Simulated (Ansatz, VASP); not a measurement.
**One calculation of SiC, two programs**

```
CELL_PARAMETERS angstrom
2.17817 2.17817 0.00000
-2.17817 2.17817 0.00000
0.00000 2.17817 2.17817
ATOMIC_POSITIONS crystal
Si 0.00000 0.00000 0.00000
C 0.75000 0.25000 0.50000
```

Alike in both runs: functional r2SCAN; k mesh 14 × 14 × 14; occupations fermi-dirac, width 0.1 eV; no spin polarisation.

Ansatz relaxed the structure, and its values are those at the end. VASP's run is a single point on that final structure, the one shown.

|  | VASP | Ansatz |
| --- | --- | --- |
| version | VASP 6.6.1 | Ansatz 0.2.0 |
| potentials or method | VASP PAW PBE potentials, release 64 (Si, C) | PAW with Ansatz's default frozen-core files, scalar-relativistic |
| plane-wave cutoff (eV) | 520 | 500 |
| valence electrons in the cell | 8 | 8 |

```csv
,VASP,Ansatz,Ansatz less VASP
pressure (GPa),-0.2,0.0,+0.17
```

VASP's potentials were made for PBE, not for r2SCAN.
